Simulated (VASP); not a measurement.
A run of VASP 6.6.1 is set up as follows.

The input POSCAR:

```
LiBr
1.0
    0.0000000000      2.7666745923      2.7666745923
    2.7666745923      0.0000000000      2.7666745923
    2.7666745923      2.7666745923      0.0000000000
Li Br
1 1
Direct
    0.0000000000      0.0000000000      0.0000000000
    0.5000000000      0.5000000000      0.5000000000
```

Contents of INCAR.step1:

```
SYSTEM = LiBr
ALGO = Normal ; EDIFF = 1E-5
ENCUT = 830 ; GGA = PE
GGA_COMPAT = .False. ; ISMEAR = 0
LASPH = .True. ; LCHARG = .False.
LREAL = .False. ; LWAVE = .True.
NBANDS = 12 ; NELM = 120
PREC = Accurate ; SIGMA = 0.01
```

INCAR.step2

```
SYSTEM = LiBr
ALGO = Normal ; EDIFF = 1E-6
ENCUT = 830 ; GGA_COMPAT = .False.
ISIF = 2 ; ISMEAR = 0
ISTART = 1 ; LASPH = .True.
LCHARG = .False. ; LMIXTAU = .True.
LREAL = .False. ; LWAVE = .False.
METAGGA = R2SCAN ; NBANDS = 12
NELM = 120 ; PREC = Accurate
SIGMA = 0.01
```

Contents of KPOINTS:

```
k-points
0
Gamma
  6 6 6
  0 0 0
```

Potentials or basis: VASP PAW PBE potentials, release 64 (Li_sv, Br).

Run with:

```sh
$ cat potpaw_PBE.64/Li_sv/POTCAR potpaw_PBE.64/Br/POTCAR > POTCAR
$ cp INCAR.step1 INCAR
$ mpirun -np 1 vasp_std > vasp.out
$ cp INCAR.step2 INCAR
$ mpirun -np 1 vasp_std > vasp.out
```

(1) Estimate the pressure.

(2) Predict the band gap on the k mesh.

## Answers

(1) -1.2 GPa.

(2) 5.79 eV, direct.

Caveat: the PAW data sets were made with another functional, which shifts forces and pressure a little.
